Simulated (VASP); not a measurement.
## HfSi3: single point with PBE

HfSi3:

```xyz
4
Lattice="0.0000 3.3934 3.3934 3.3934 0.0000 3.3934 3.3934 3.3934 0.0000" Properties=species:S:1:pos:R:3 pbc="T T T"
Hf    3.3934    3.3934    3.3934
Si    0.0000    0.0000    0.0000
Si    5.0901    5.0901    5.0901
Si    1.6967    1.6967    1.6967
```

```json
{
  "Program": "VASP 6.6.1",
  "Task": "single point",
  "Functional": "PBE",
  "Potentials or basis": "VASP PAW PBE potentials, release 64 (Hf_pv, Si)",
  "Cutoff": "520 eV",
  "k mesh": "4 × 4 × 4",
  "Occupations": "gaussian, width 0.1 eV",
  "Spin": "no spin polarisation"
}
```

* Pressure: -10.1 GPa
* Band gap on the k mesh: zero (band 11 reaches 6.76 eV, above the bottom of band 12 at 5.11 eV)

Levels at points of the mesh, in eV from the Fermi level:
```
           k point  band 9  band 10  band 11  band 12  band 13  band 14
(0.00, 0.00, 0.00)   -2.90    -1.41    -1.41    -1.41    -0.12    -0.12
(0.50, 0.00, 0.00)   -2.05    -1.17    -1.17     0.07     0.07     2.59
(0.50, 0.50, 0.00)   -3.03    -0.03    -0.03     1.06     2.02     2.99
```

Run time: 8 s on 1 thread of AMD EPYC 9R45 96-Core Processor (Zen 5), with other jobs on the host, peak memory 0.17 GiB.

Caveat: the k points lie up to 0.40 Å⁻¹ apart; spin-orbit coupling is left out, which moves the levels of the heavy elements.
